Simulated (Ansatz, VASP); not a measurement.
# TiO2: VASP beside Ansatz

```
Ti O
1.0
     4.64306    0.01741    0.00000
     0.01741    4.64306    0.00000
     0.00000    0.00000    2.96402
Ti O
2 4
Direct
  0.00000 0.00000 0.00000
  0.50000 0.50000 0.50000
  0.30511 0.30511 0.00000
  0.19489 0.80511 0.50000
  0.69489 0.69489 0.00000
  0.80511 0.19489 0.50000
```

Change from the starting cell: strain +0.0075 x Voigt [0, 0, 0, 0, 0, 1], atoms carried along.

Alike in both runs: task single point; functional PBE; k mesh 6 × 6 × 10; occupations gaussian, width 0.05 eV; no spin polarisation.

```csv
,VASP,Ansatz
version,VASP 6.6.1,Ansatz 0.2.0
potentials or method,"VASP PAW PBE potentials, release 64 (Ti_sv, O), cutoff 520 eV","scalar-relativistic, plane waves, PAW"
valence electrons in the cell,48,48
```

VASP gave:

* gap on the k mesh at the Fermi level (eV): 1.83
* least direct gap on the mesh (eV): 1.83
* pressure (GPa): 0.7
* traceless stress, the component that is largest in VASP (GPa): -1.60
* rms of the force components (eV/Å): 0.013

Question: What did Ansatz give for the same quantities?

Answer: gap on the k mesh at the Fermi level (eV): 1.86; least direct gap on the mesh (eV): 1.86; pressure (GPa): 0.0; traceless stress, the component that is largest in VASP (GPa): -1.59; rms of the force components (eV/Å): 0.003.

Atom by atom the forces differ by 0.013 eV/Å (rms over components).
